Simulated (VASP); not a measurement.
# NaCl (Fm-3m) in VASP: single point with r2SCAN

Aim: the single point of NaCl with r2SCAN.

Program: VASP 6.6.1. These are calculated values, not measurements. Logs are shortened: lines on timing, memory, paths and dates and some standing lists are left out, and cuts for length are marked.

**1. The cell of the first run**

It takes space group Fm-3m (No. 225, cubic). The conventional cell has a = 5.726 Å, b = 5.726 Å, c = 5.726 Å, α = 90.00°, β = 90.00°, γ = 90.00°. Within 3.8 Å of Na (site symmetry m-3m) lie 6 Cl at 2.86 Å. Within 3.8 Å of Cl (site symmetry m-3m) lie 6 Na at 2.86 Å.

**2. Single point, r2SCAN**

POSCAR

```
NaCl
1.0
    0.0000000000      2.8629357000      2.8629357000
    2.8629357000      0.0000000000      2.8629357000
    2.8629357000      2.8629357000      0.0000000000
Na Cl
1 1
Direct
    0.0000000000      0.0000000000      0.0000000000
    0.5000000000      0.5000000000      0.5000000000
```

INCAR.step1

```
SYSTEM = NaCl
PREC = Accurate ; ENCUT = 520
ISMEAR = 1 ; SIGMA = 0.0464
LREAL = .False. ; LASPH = .True.
NELM = 60 ; NBANDS = 14
GGA = PE ; ALGO = Normal
EDIFF = 1E-4 ; LWAVE = .True.
LCHARG = .False.
```

INCAR.step2

```
SYSTEM = NaCl
PREC = Accurate ; ENCUT = 520
EDIFF = 1E-7 ; ISMEAR = 1
SIGMA = 0.0464 ; LREAL = .False.
LASPH = .True. ; NELM = 60
ALGO = Normal ; ISIF = 2
LWAVE = .False. ; LCHARG = .False.
METAGGA = R2SCAN ; LMIXTAU = .True.
NBANDS = 14 ; ISTART = 1
```

KPOINTS

```
Automatic mesh
0
Gamma
  8 8 8
  0 0 0
```

Potentials or basis: VASP PAW PBE potentials, release 64 (Na_pv, Cl).

Command:

```sh
$ cat potpaw_PBE.64/Na_pv/POTCAR potpaw_PBE.64/Cl/POTCAR > POTCAR
$ cp INCAR.step1 INCAR
$ mpirun -np 1 vasp_std > vasp.out
$ cp INCAR.step2 INCAR
$ mpirun -np 1 vasp_std > vasp.out
```

OUTCAR:

```text
SYSTEM = NaCl
   PREC = Accurate
   ENCUT = 520
   EDIFF = 1E-7
   ISMEAR = 1
   LREAL = .False.
   LASPH = .True.
   NELM = 60
   ISIF = 2
   METAGGA = R2SCAN
   ISTART = 1

 ion  position               nearest neighbor table
   1  0.000  0.000  0.000-
   2  0.500  0.500  0.500-

  LATTYP: Found a face centered cubic cell.
 ALAT       =     5.7258714000

  Lattice vectors:

 A1 = (   0.0000000000,   2.8629357000,   2.8629357000)
 A2 = (   2.8629357000,   0.0000000000,   2.8629357000)
 A3 = (   2.8629357000,   2.8629357000,   0.0000000000)

Analysis of symmetry for initial positions (statically):
=====================================================================
 Subroutine PRICEL returns:
 Original cell was already a primitive cell.

 Routine SETGRP: Setting up the symmetry group for a
 face centered cubic supercell.

 Subroutine GETGRP returns: Found 48 space group operations
 (whereof 48 operations were pure point group operations)
 out of a pool of 48 trial point group operations.

The static configuration has the point symmetry O_h .

Analysis of symmetry for dynamics (positions and initial velocities):
=====================================================================
 Subroutine PRICEL returns:
 Original cell was already a primitive cell.

 Routine SETGRP: Setting up the symmetry group for a
 face centered cubic supercell.

 Subroutine GETGRP returns: Found 48 space group operations
 (whereof 48 operations were pure point group operations)
 out of a pool of 48 trial point group operations.

The dynamic configuration has the point symmetry O_h .

 Subroutine INISYM returns: Found 48 space group operations
 (whereof 48 operations are pure point group operations),
 and found     1 'primitive' translations

----------------------------------------------------------------------------------------

                                     Primitive cell

  volume of cell :      46.9315

  direct lattice vectors                    reciprocal lattice vectors
     0.000000000  2.862935700  2.862935700    -0.174645906  0.174645906  0.174645906
     2.862935700  0.000000000  2.862935700     0.174645906 -0.174645906  0.174645906
     2.862935700  2.862935700  0.000000000     0.174645906  0.174645906 -0.174645906

  length of vectors
     4.048802495  4.048802495  4.048802495     0.302495583  0.302495583  0.302495583

  position of ions in fractional coordinates (direct lattice)
     0.000000000  0.000000000  0.000000000
     0.500000000  0.500000000  0.500000000

  ion indices of the primitive-cell ions
   primitive index   ion index
                 1           1
                 2           2

----------------------------------------------------------------------------------------

 KPOINTS: Automatic mesh

Automatic generation of k-mesh.
 Grid dimensions read from file:
 generate k-points for:    8    8    8

 Generating k-lattice:

  Cartesian coordinates                     Fractional coordinates (reciprocal lattice)
    -0.021830738  0.021830738  0.021830738     0.125000000  0.000000000  0.000000000
     0.021830738 -0.021830738  0.021830738     0.000000000  0.125000000  0.000000000
     0.021830738  0.021830738 -0.021830738     0.000000000  0.000000000  0.125000000

  Length of vectors
     0.037811948  0.037811948  0.037811948

  Shift w.r.t. Gamma in fractional coordinates (k-lattice)
     0.000000000  0.000000000  0.000000000

 Subroutine IBZKPT returns following result:
 ===========================================

 Found     29 irreducible k-points:

 Following reciprocal coordinates:
            Coordinates               Weight
  0.000000  0.000000  0.000000      1.000000
  0.125000  0.000000  0.000000      8.000000
  0.250000  0.000000  0.000000      8.000000
  0.375000  0.000000  0.000000      8.000000
  0.500000  0.000000  0.000000      4.000000
  0.125000  0.125000  0.000000      6.000000
[... 16 lines left out ...]
  0.500000  0.250000  0.125000     48.000000
 -0.375000  0.250000  0.125000     24.000000
 [... further k-points ...]
   k-points           NKPTS =     29   k-points in BZ     NKDIM =     29   number of bands    NBANDS=     14
   number of dos      NEDOS =    301   number of ions     NIONS =      2
   total plane-waves  NPLWV =  27000
   dimension x,y,z NGX =    30 NGY =   30 NGZ =   30
   dimension x,y,z NGXF=    60 NGYF=   60 NGZF=   60
   ions per type =               1   1
   NGX,Y,Z   is equivalent  to a cutoff of  12.32, 12.32, 12.32 a.u.
   NGXF,Y,Z  is equivalent  to a cutoff of  24.64, 24.64, 24.64 a.u.
 SYSTEM =  NaCl
   PREC   = accura    normal or accurate (medium, high low for compatibility)
   ISTART =      1    job   : 0-new  1-cont  2-samecut
   ICHARG =      0    charge: 1-file 2-atom 10-const
   ISPIN  =      1    spin polarized calculation?
   LNONCOLLINEAR =      F non collinear calculations
   LSORBIT =      F    spin-orbit coupling
   LASPH  =      T    aspherical Exc in radial PAW
   ENCUT  =  520.0 eV  38.22 Ry    6.18 a.u.   7.53  7.53  7.53*2*pi/ulx,y,z
   NELM   =     60;   NELMIN=  2; NELMDL=  0     # of ELM steps
   EDIFF  = 0.1E-06   stopping-criterion for ELM
   LREAL  =      F    real-space projection
   EDIFFG = 0.1E-05   stopping-criterion for IOM
   NSW    =      0    number of steps for IOM
   IBRION =     -1    ionic relax: 0-MD 1-quasi-New 2-CG
   NFREE  =      0    steps in history (QN), initial steepest desc. (CG)
   ISIF   =      2    stress and relaxation
   ISYM   =      2    0-nonsym 1-usesym 2-fastsym
   POTIM  = 0.5000    time-step for ionic-motion
   TEBEG  =    0.0;   TEEND  =   0.0 temperature during run
   PSTRESS=    0.0 pullay stress
   NELECT =      14.0000    total number of electrons
   NUPDOWN=      -1.0000    fix difference up-down
   EMIN   =  10.00;   EMAX   =-10.00  energy-range for DOS
   EFERMI =   0.00;   METHOD = LEGACY
   ISMEAR =     1;   SIGMA  =   0.05  broadening in eV -4-tet -1-fermi 0-gaus
   EFERMI_NEDOS =   21; number of points for ismear=-14 and -15
   IALGO  =     38    algorithm
   IMIX   =      4    mixing-type and parameters
     AMIX     =   0.40;   BMIX     =  1.00
     AMIX_MAG =   1.60;   BMIX_MAG =  1.00
  volume/ion in A,a.u.               =      23.47       158.35
  Fermi-wavevector in a.u.,A,eV,Ry     =   1.093862  2.067100 16.279838  1.196534
  Thomas-Fermi vector in A             =   2.230156
   LORBIT       =      0    0 simple, 1 ext, 2 COOP (PROOUT), +10 PAW based schemes
   METAGGA = R2SCAN    functional components
   LHFCALC =     F    Hartree Fock is set to
   AEXX    =    0.0000 exact exchange contribution
   IVDW    =     0    specifies the selected vdW correction
   LEPSILON=     F    determine dielectric tensor
   LRPA    =     F    only Hartree local field effects (RPA)
 non-spin polarized calculation
 Methfessel and Paxton  Order N= 1 SIGMA  =   0.05
  energy-cutoff  :      520.00
  volume of cell :       46.93
 maximum number of plane-waves:      1283
   NGX = 15   NGY = 15   NGZ = 15

 number of electron      13.9999995 magnetization

 Free energy of the ion-electron system (eV)
  ---------------------------------------------------
  ext. energy  EPLUGINS =         0.00000000
  ---------------------------------------------------
  free energy    TOTEN  =       -13.77244010 eV

  energy without entropy =      -13.77265138  energy(sigma->0) =      -13.77251053

 E-fermi :  -1.4021     XC(G=0):  -8.4340

 val. band max:       -1.4158627533   @ k =   0.0000   0.0000   0.0000
 cond. band min:       4.3236014718   @ k =   0.0000   0.0000   0.0000
 fundamental gap:      5.7394642251
 Fermi energy:        -1.4020885832

 k-point     1 :       0.0000    0.0000    0.0000
  band No.  band energies     occupation
      1     -23.0229      2.00000
      2     -23.0226      2.00000
      3     -23.0226      2.00000
      4     -14.5390      2.00000
      5      -1.4159      1.47895
      6      -1.4159      1.47874
      7      -1.4159      1.47874
      8       4.3236      0.00000
      9      10.2967      0.00000
     10      10.2968      0.00000
     11      10.2968      0.00000
     12      12.4903      0.00000
     13      12.4903      0.00000
     14      13.9797      0.00000

 k-point     2 :       0.1250    0.0000    0.0000
  band No.  band energies     occupation
      1     -23.0260      2.00000
      2     -23.0231      2.00000
      3     -23.0228      2.00000
      4     -14.4973      2.00000
      5      -1.7481      2.00000
      6      -1.4548      2.06820
      7      -1.4548      2.06819
      8       4.7947      0.00000
      9       9.7464      0.00000
     10      10.4941      0.00000
     11      10.4941      0.00000
     12      12.2522      0.00000
     13      12.2522      0.00000
     14      14.9438      0.00000

 k-point     3 :       0.2500    0.0000    0.0000
  band No.  band energies     occupation
      1     -23.0340      2.00000
      2     -23.0236      2.00000
      3     -23.0234      2.00000
      4     -14.3941      2.00000
      5      -2.4221      2.00000
      6      -1.5460      2.00010
      7      -1.5460      2.00010
      8       5.7493      0.00000
      9       9.1772      0.00000
     10      10.6240      0.00000
     11      10.6241      0.00000
     12      12.4602      0.00000
     13      12.4603      0.00000
     14      14.9350      0.00000
[... 324 lines left out ...]
 k-point    23 :       0.5000    0.2500    0.1250
  band No.  band energies     occupation
      1     -23.0392      2.00000
      2     -23.0286      2.00000
      3     -23.0252      2.00000
      4     -14.2456      2.00000
      5      -2.8401      2.00000
      6      -2.0577      2.00000
      7      -1.7553      2.00000
      8       7.3303      0.00000
      9       8.7483      0.00000
     10       9.2148      0.00000
     11      11.1854      0.00000
     12      12.9465      0.00000
     13      15.2434      0.00000
     14      15.7530      0.00000

 k-point    24 :      -0.3750    0.2500    0.1250
  band No.  band energies     occupation
      1     -23.0408      2.00000
      2     -23.0290      2.00000
      3     -23.0259      2.00000
      4     -14.2117      2.00000
      5      -2.9509      2.00000
      6      -2.1310      2.00000
      7      -1.8051      2.00000
      8       7.4784      0.00000
      9       8.8716      0.00000
     10       9.3974      0.00000
     11      11.0052      0.00000
     12      13.5311      0.00000
     13      14.8721      0.00000
     14      15.8361      0.00000

 [... further k-points ...]
[... 5 lines left out ...]
  --------------------------------------------------------------------------------------
  -------------------------------------------------------------------------------------
  Total       -0.4991071     -0.4991071     -0.4991071      0.0000000      0.0000000      0.0000000
  in kB      -17.0388207    -17.0388207    -17.0388207      0.0000000      0.0000000      0.0000000
  external PRESSURE =     -17.0388207 kB  Pullay stress =       0.0000000 kB

 VOLUME and BASIS-vectors are now :
 -----------------------------------------------------------------------------
  energy-cutoff  :      520.00
  volume of cell :       46.93
      direct lattice vectors                 reciprocal lattice vectors
     0.000000000  2.862935700  2.862935700    -0.174645906  0.174645906  0.174645906
     2.862935700  0.000000000  2.862935700     0.174645906 -0.174645906  0.174645906
     2.862935700  2.862935700  0.000000000     0.174645906  0.174645906 -0.174645906

 POSITION                                       TOTAL-FORCE (eV/Angst)
 -----------------------------------------------------------------------------------
      0.00000      0.00000      0.00000         0.000000      0.000000     -0.000000
      2.86294      2.86294      2.86294        -0.000000     -0.000000      0.000000
 -----------------------------------------------------------------------------------
    total drift:                               -0.000000      0.000000      0.000000

  FREE ENERGIE OF THE ION-ELECTRON SYSTEM (eV)
  ---------------------------------------------------
  free  energy   TOTEN  =       -13.7724400986 eV

  energy  without entropy=      -13.7726513782  energy(sigma->0) =      -13.77251053
```

Wall time 1.9 min (1 thread of Intel Xeon Platinum 8259CL at 2.50GHz (Skylake/Cascade Lake), shared host); peak memory 0.17 GiB.

What came out:

- Free energy: -13.7724 eV
- Pressure: -1.7 GPa
- Band gap on the k mesh: 5.74 eV, direct

Levels at points of the mesh, in eV from the valence-band top:
```tsv
k point	band 5	band 6	band 7	band 8	band 9	band 10
(0.00, 0.00, 0.00)	0.00	0.00	0.00	5.74	11.71	11.71
(0.50, 0.00, 0.00)	-1.79	-0.25	-0.25	7.86	11.24	11.66
(0.50, 0.50, 0.00)	-1.56	-0.56	-0.56	8.31	8.64	11.87
```

Caveat: the PAW data sets were made with another functional, which shifts forces and pressure a little. A k mesh can miss the band edges.
